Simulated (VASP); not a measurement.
Input of a VASP 6.6.1 run:

INCAR

```
PREC = Accurate ; ENCUT = 520
EDIFF = 1E-6 ; ISMEAR = -1
SIGMA = 0.1 ; LREAL = False
LASPH = True ; NELM = 80
ALGO = Normal ; ISIF = 2
LWAVE = False ; LCHARG = True
GGA = PE ; LELF = True
LVHAR = True ; NBANDS = 8
```

The input KPOINTS:

```
Automatic mesh
0
Gamma
  21 21 21
```

Contents of POSCAR:

```
B
1.0
    0.0000000000      1.3732934208      1.3732934208
    1.3732934208      0.0000000000      1.3732934208
    1.3732934208      1.3732934208      0.0000000000
B
1
Direct
    0.0000000000      0.0000000000      0.0000000000
```

Potentials or basis: VASP PAW PBE potentials, release 64 (B).

The run is started by

```sh
$ cat potpaw_PBE.64/B/POTCAR > POTCAR
$ mpirun -np 1 vasp_std > vasp.out
```

(1) Estimate the pressure.

Results:

(1) 44.4 GPa.
